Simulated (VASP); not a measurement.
Hf, 1 atom in the cell. The structure is cubic, space group Im-3m (No. 229). Conventional cell: a = 3.561 Å, b = 3.561 Å, c = 3.561 Å, α = 90.00°, β = 90.00°, γ = 90.00°. Within 4.1 Å of Hf (site symmetry m-3m) lie 14 Hf at 3.08 to 3.56 Å.  This cell differs from its parent crystal: volume scaled by 0.96.

- Program: VASP 6.6.1
- Task: single point
- Functional: PBE
- Potentials or basis: VASP PAW PBE potentials, release 64 (Hf_pv)
- Cutoff: 520 eV
- k mesh: 10 × 10 × 10
- Occupations: fermi-dirac, width 0.05 eV
- Spin: no spin polarisation
- Dipole correction: no
- Further INCAR settings: ALGO = Normal; EDIFF = 1e-06; NBANDS = 11

Potentials or basis: VASP PAW PBE potentials, release 64 (Hf_pv).

Run with:

```console
$ cat potpaw_PBE.64/Hf_pv/POTCAR > POTCAR
$ mpirun -np 1 vasp_std > vasp.out
```

Hardware: 1 thread of Intel(R) Xeon(R) 6975P-C (Granite Rapids) (shared host).

**Question.** Estimate the wall time of this run.

**Answer.** Wall time 4 s on 1 thread of Intel(R) Xeon(R) 6975P-C (Granite Rapids) (shared host), peak memory 0.14 GiB. Counts: scf iterations 11, k points 47.
